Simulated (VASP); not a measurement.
# Ca (Fmmm) in VASP: single point with PBEsol

Aim: the single point of Ca with PBEsol.

All numbers are computed with VASP 6.6.1; they aren't measurements. Logs are shortened: lines on timing, memory, paths and dates and some standing lists are left out, and cuts for length are marked.

## Step 1: The cell of the first run

Symmetry: Fmmm, No. 69, orthorhombic system. The conventional cell has a = 3.911 Å, b = 6.309 Å, c = 13.390 Å, α = 90.00°, β = 90.00°, γ = 90.00°. Within 4.7 Å of Ca (site symmetry mm2) lie 11 Ca at 3.55 to 4.45 Å.

## Step 2: Single point, PBEsol

INCAR reads:

```
PREC = Accurate ; ENCUT = 520
EDIFF = 1E-6 ; ISMEAR = 0
SIGMA = 0.1 ; LREAL = F
LASPH = T ; NELM = 80
ALGO = Fast ; ISIF = 2
LWAVE = F ; LCHARG = F
GGA = PS ; NBANDS = 28
```

KPOINTS reads:

```
regular mesh
0
Gamma
  8 8 12
```

POSCAR reads:

```
Ca
1.0
    3.1543615749     -6.6949088234      0.0000000000
    3.1543615749      6.6949088234      0.0000000000
    0.0000000000      0.0000000000      3.9108582991
Ca
4
Direct
    0.1326630789      0.8673369211      0.0000000000
    0.6326630789      0.3673369211      0.5000000000
    0.8673369211      0.1326630789      1.0000000000
    0.3673369211      0.6326630789      0.5000000000
```

Potentials or basis: VASP PAW PBE potentials, release 64 (Ca_sv).

The run is started by

```sh
> cat potpaw_PBE.64/Ca_sv/POTCAR > POTCAR
> mpirun -np 1 vasp_std > vasp.out
```

OUTCAR:

```text
PREC = Accurate
   ENCUT = 520
   EDIFF = 1E-6
   ISMEAR = 0
   LREAL = F
   LASPH = T
   NELM = 80
   ISIF = 2
   GGA = PS

 ion  position               nearest neighbor table
   1  0.133  0.867  0.000-
   2  0.633  0.367  0.500-
   3  0.867  0.133  0.000-
   4  0.367  0.633  0.500-

  LATTYP: Found a base centered orthorhombic cell.
 ALAT       =     6.3087231498
 B/A-ratio  =     2.1224291079
 C/A-ratio  =     0.6199128106

  Lattice vectors:

 A1 = (   3.1543615749,  -6.6949088234,   0.0000000000)
 A2 = (   3.1543615749,   6.6949088234,   0.0000000000)
 A3 = (   0.0000000000,   0.0000000000,   3.9108582991)

Analysis of symmetry for initial positions (statically):
=====================================================================
 Subroutine PRICEL returns following result:

  LATTYP: Found a face centered orthorhombic cell.
 ALAT       =     3.9108582991
 B/A-ratio  =     1.6131300772
 C/A-ratio  =     3.4237542306

  Lattice vectors:

 A1 = (   3.1543615749,   6.6949088234,   0.0000000000)
 A2 = (   0.0000000000,   6.6949088234,   1.9554291496)
 A3 = (   3.1543615749,   0.0000000000,   1.9554291496)

   2 primitive cells build up your supercell.

 Routine SETGRP: Setting up the symmetry group for a
 base centered orthorhombic supercell.

 Subroutine GETGRP returns: Found  8 space group operations
 (whereof  8 operations were pure point group operations)
 out of a pool of  8 trial point group operations.

The static configuration has the point symmetry D_2h.

Analysis of symmetry for dynamics (positions and initial velocities):
=====================================================================
 Subroutine PRICEL returns following result:

  LATTYP: Found a face centered orthorhombic cell.
 ALAT       =     3.9108582991
 B/A-ratio  =     1.6131300772
 C/A-ratio  =     3.4237542306

  Lattice vectors:

 A1 = (   3.1543615749,   6.6949088234,   0.0000000000)
 A2 = (   0.0000000000,   6.6949088234,   1.9554291496)
 A3 = (   3.1543615749,   0.0000000000,   1.9554291496)

   2 primitive cells build up your supercell.

 Routine SETGRP: Setting up the symmetry group for a
 base centered orthorhombic supercell.

 Subroutine GETGRP returns: Found  8 space group operations
 (whereof  8 operations were pure point group operations)
 out of a pool of  8 trial point group operations.

The dynamic configuration has the point symmetry D_2h.

 Subroutine INISYM returns: Found  8 space group operations
 (whereof  8 operations are pure point group operations),
 and found     2 'primitive' translations

----------------------------------------------------------------------------------------

                                     Primitive cell

  volume of cell :      82.5901

  direct lattice vectors                    reciprocal lattice vectors
     3.154361575  6.694908823  0.000000000     0.158510681  0.074683616 -0.255698346
     0.000000000  6.694908823  1.955429150    -0.158510681  0.074683616  0.255698346
     3.154361575  0.000000000  1.955429150     0.158510681 -0.074683616  0.255698346

  length of vectors
     7.400797329  6.974633131  3.711293589     0.309975681  0.309975681  0.309975681

  position of ions in fractional coordinates (direct lattice)
     0.867336921  0.867336921  0.132663079
     0.132663079  0.132663079  0.867336921

  ion indices of the primitive-cell ions
   primitive index   ion index
                 1           1
                 2           3

----------------------------------------------------------------------------------------

 KPOINTS: regular mesh

Automatic generation of k-mesh.
 Grid dimensions read from file:
 generate k-points for:    8    8   12

 Generating k-lattice:

  Cartesian coordinates                     Fractional coordinates (reciprocal lattice)
     0.019813835 -0.009335452  0.000000000     0.125000000  0.000000000  0.000000000
     0.019813835  0.009335452  0.000000000     0.000000000  0.125000000  0.000000000
     0.000000000  0.000000000  0.021308196     0.000000000  0.000000000  0.083333333

  Length of vectors
     0.021902939  0.021902939  0.021308196

  Shift w.r.t. Gamma in fractional coordinates (k-lattice)
     0.000000000  0.000000000  0.000000000

 Subroutine IBZKPT returns following result:
 ===========================================

 Found    147 irreducible k-points:

 Following reciprocal coordinates:
            Coordinates               Weight
  0.000000  0.000000  0.000000      1.000000
  0.125000  0.000000  0.000000      4.000000
  0.250000  0.000000  0.000000      4.000000
  0.375000 -0.000000  0.000000      4.000000
  0.500000  0.000000  0.000000      2.000000
  0.125000  0.125000  0.000000      2.000000
[... 16 lines left out ...]
  0.125000  0.000000  0.083333      8.000000
  0.250000  0.000000  0.083333      8.000000
 [... further k-points ...]
   k-points           NKPTS =    147   k-points in BZ     NKDIM =    147   number of bands    NBANDS=     28
   number of dos      NEDOS =    301   number of ions     NIONS =      4
   total plane-waves  NPLWV =  94080
   dimension x,y,z NGX =    56 NGY =   56 NGZ =   30
   dimension x,y,z NGXF=   112 NGYF=  112 NGZF=   60
   ions per type =               4
   NGX,Y,Z   is equivalent  to a cutoff of  12.58, 12.58, 12.75 a.u.
   NGXF,Y,Z  is equivalent  to a cutoff of  25.16, 25.16, 25.51 a.u.
 SYSTEM =  unknown system
   PREC   = accura    normal or accurate (medium, high low for compatibility)
   ISTART =      0    job   : 0-new  1-cont  2-samecut
   ICHARG =      2    charge: 1-file 2-atom 10-const
   ISPIN  =      1    spin polarized calculation?
   LNONCOLLINEAR =      F non collinear calculations
   LSORBIT =      F    spin-orbit coupling
   LASPH  =      T    aspherical Exc in radial PAW
   ENCUT  =  520.0 eV  38.22 Ry    6.18 a.u.  13.76 13.76  7.27*2*pi/ulx,y,z
   NELM   =     80;   NELMIN=  2; NELMDL= -5     # of ELM steps
   EDIFF  = 0.1E-05   stopping-criterion for ELM
   LREAL  =      F    real-space projection
   EDIFFG = 0.1E-04   stopping-criterion for IOM
   NSW    =      0    number of steps for IOM
   IBRION =     -1    ionic relax: 0-MD 1-quasi-New 2-CG
   NFREE  =      0    steps in history (QN), initial steepest desc. (CG)
   ISIF   =      2    stress and relaxation
   ISYM   =      2    0-nonsym 1-usesym 2-fastsym
   POTIM  = 0.5000    time-step for ionic-motion
   TEBEG  =    0.0;   TEEND  =   0.0 temperature during run
   PSTRESS=    0.0 pullay stress
   NELECT =      40.0000    total number of electrons
   NUPDOWN=      -1.0000    fix difference up-down
   EMIN   =  10.00;   EMAX   =-10.00  energy-range for DOS
   EFERMI =   0.00;   METHOD = LEGACY
   ISMEAR =     0;   SIGMA  =   0.10  broadening in eV -4-tet -1-fermi 0-gaus
   EFERMI_NEDOS =   21; number of points for ismear=-14 and -15
   IALGO  =     68    algorithm
   IMIX   =      4    mixing-type and parameters
     AMIX     =   0.40;   BMIX     =  1.00
     AMIX_MAG =   1.60;   BMIX_MAG =  1.00
  volume/ion in A,a.u.               =      41.30       278.67
  Fermi-wavevector in a.u.,A,eV,Ry     =   1.020412  1.928298 14.166930  1.041240
  Thomas-Fermi vector in A             =   2.153980
   LORBIT       =      0    0 simple, 1 ext, 2 COOP (PROOUT), +10 PAW based schemes
   GGA     = PS    functional components
   LHFCALC =     F    Hartree Fock is set to
   AEXX    =    0.0000 exact exchange contribution
   IVDW    =     0    specifies the selected vdW correction
   LEPSILON=     F    determine dielectric tensor
   LRPA    =     F    only Hartree local field effects (RPA)
 non-spin polarized calculation
 RMM-DIIS sequential band-by-band and
 Gauss-broadening in eV      SIGMA  =   0.10
  energy-cutoff  :      520.00
  volume of cell :      165.18
 maximum number of plane-waves:      4480
   NGX = 27   NGY = 27   NGZ = 15

 number of electron      40.0000000 magnetization

 Free energy of the ion-electron system (eV)
  ---------------------------------------------------
  ext. energy  EPLUGINS =         0.00000000
  ---------------------------------------------------
  free energy    TOTEN  =        -8.02841715 eV

  energy without entropy =       -7.99881409  energy(sigma->0) =       -8.01361562

 E-fermi :   1.9136     XC(G=0):  -7.8678

 val. band max:        1.9115545575   @ k =   0.3750   0.3750   0.1667
 cond. band min:       1.9160331806   @ k =   0.1250   0.1250   0.4167
 fundamental gap:      0.0044786231
 Fermi energy:         1.9136007629

 k-point     1 :       0.0000    0.0000    0.0000
  band No.  band energies     occupation
      1     -39.8805      2.00000
      2     -39.8622      2.00000
      3     -39.8534      2.00000
      4     -39.8526      2.00000
      5     -21.0427      2.00000
      6     -21.0277      2.00000
[... 20 lines left out ...]
     27       4.0953      0.00000
     28       4.2980      0.00000

 k-point     2 :       0.1250    0.0000    0.0000
  band No.  band energies     occupation
      1     -39.8796      2.00000
      2     -39.8617      2.00000
      3     -39.8554      2.00000
      4     -39.8520      2.00000
      5     -21.0395      2.00000
      6     -21.0221      2.00000
[... 20 lines left out ...]
     27       4.1315      0.00000
     28       4.3391      0.00000

 k-point     3 :       0.2500    0.0000    0.0000
  band No.  band energies     occupation
      1     -39.8770      2.00000
      2     -39.8603      2.00000
      3     -39.8589      2.00000
      4     -39.8524      2.00000
      5     -21.0303      2.00000
      6     -21.0054      2.00000
[... 20 lines left out ...]
     27       4.2576      0.00000
     28       4.3140      0.00000

 k-point     4 :       0.3750   -0.0000    0.0000
  band No.  band energies     occupation
      1     -39.8731      2.00000
      2     -39.8634      2.00000
      3     -39.8583      2.00000
      4     -39.8539      2.00000
      5     -21.0162      2.00000
      6     -20.9821      2.00000
[... 20 lines left out ...]
     27       4.1015      0.00000
     28       4.3267      0.00000

 k-point     5 :       0.5000    0.0000    0.0000
  band No.  band energies     occupation
      1     -39.8683      2.00000
      2     -39.8683      2.00000
      3     -39.8560      2.00000
      4     -39.8560      2.00000
      5     -20.9987      2.00000
      6     -20.9987      2.00000
[... 20 lines left out ...]
     27       4.0886      0.00000
     28       4.4821      0.00000

 k-point     6 :       0.1250    0.1250    0.0000
  band No.  band energies     occupation
      1     -39.8776      2.00000
      2     -39.8596      2.00000
      3     -39.8562      2.00000
      4     -39.8552      2.00000
      5     -21.0373      2.00000
      6     -21.0024      2.00000
[... 463 lines left out ...]
      5     -21.0399      2.00000
      6     -21.0059      2.00000
[... 20 lines left out ...]
     27       4.5355      0.00000
     28       4.7377      0.00000

 k-point    22 :       0.0000    0.0000    0.0833
  band No.  band energies     occupation
      1     -39.8797      2.00000
      2     -39.8617      2.00000
      3     -39.8532      2.00000
      4     -39.8527      2.00000
      5     -21.0405      2.00000
      6     -21.0241      2.00000
[... 20 lines left out ...]
     27       4.0324      0.00000
     28       4.1842      0.00000

 k-point    23 :       0.1250    0.0000    0.0833
  band No.  band energies     occupation
      1     -39.8788      2.00000
      2     -39.8612      2.00000
      3     -39.8553      2.00000
      4     -39.8520      2.00000
      5     -21.0374      2.00000
      6     -21.0191      2.00000
[... 20 lines left out ...]
     27       4.0630      0.00000
     28       4.2164      0.00000

 k-point    24 :       0.2500    0.0000    0.0833
  band No.  band energies     occupation
      1     -39.8763      2.00000
      2     -39.8599      2.00000
      3     -39.8587      2.00000
      4     -39.8524      2.00000
      5     -21.0285      2.00000
      6     -21.0042      2.00000
[... 20 lines left out ...]
     27       4.1454      0.00000
     28       4.3653      0.00000

 [... further k-points ...]
[... 5 lines left out ...]
  --------------------------------------------------------------------------------------
  -------------------------------------------------------------------------------------
  Total       -0.0053748     -0.0083452      0.0073932      0.0000000      0.0000000      0.0000000
  in kB       -0.0521330     -0.0809452      0.0717112      0.0000000      0.0000000      0.0000000
  external PRESSURE =      -0.0204556 kB  Pullay stress =       0.0000000 kB

 VOLUME and BASIS-vectors are now :
 -----------------------------------------------------------------------------
  energy-cutoff  :      520.00
  volume of cell :      165.18
      direct lattice vectors                 reciprocal lattice vectors
     3.154361575 -6.694908823  0.000000000     0.158510681 -0.074683616  0.000000000
     3.154361575  6.694908823  0.000000000     0.158510681  0.074683616  0.000000000
     0.000000000  0.000000000  3.910858299     0.000000000  0.000000000  0.255698346

 POSITION                                       TOTAL-FORCE (eV/Angst)
 -----------------------------------------------------------------------------------
      3.15436      4.91857      0.00000         0.000000      0.006712      0.000000
      3.15436     -1.77633      1.95543         0.000000      0.006712      0.000000
      3.15436     -4.91857      0.00000         0.000000     -0.006712     -0.000000
      3.15436      1.77633      1.95543         0.000000     -0.006712     -0.000000
 -----------------------------------------------------------------------------------
    total drift:                                0.000000      0.000000      0.000000

  FREE ENERGIE OF THE ION-ELECTRON SYSTEM (eV)
  ---------------------------------------------------
  free  energy   TOTEN  =        -8.0284171546 eV

  energy  without entropy=       -7.9988140873  energy(sigma->0) =       -8.01361562
```

Run time: 12 min. Hardware: 1 thread of Intel Xeon Platinum 8488C (Sapphire Rapids), shared host; peak memory 0.65 GiB.

What came out:

* Free energy: -8.0284 eV
* Pressure: 0.0 GPa
* Largest force: 0.007 eV/Å
* Band gap on the k mesh: zero (bands 20 and 21 overlap by 0.76 eV)

Forces in eV/Å, atoms in the order of the input:
```
Ca   0.000  0.007  0.000
Ca   0.000  0.007  0.000
Ca   0.000 -0.007  0.000
Ca   0.000 -0.007  0.000
```

Caveat: the PAW data sets were made with another functional, which shifts forces and pressure a little.
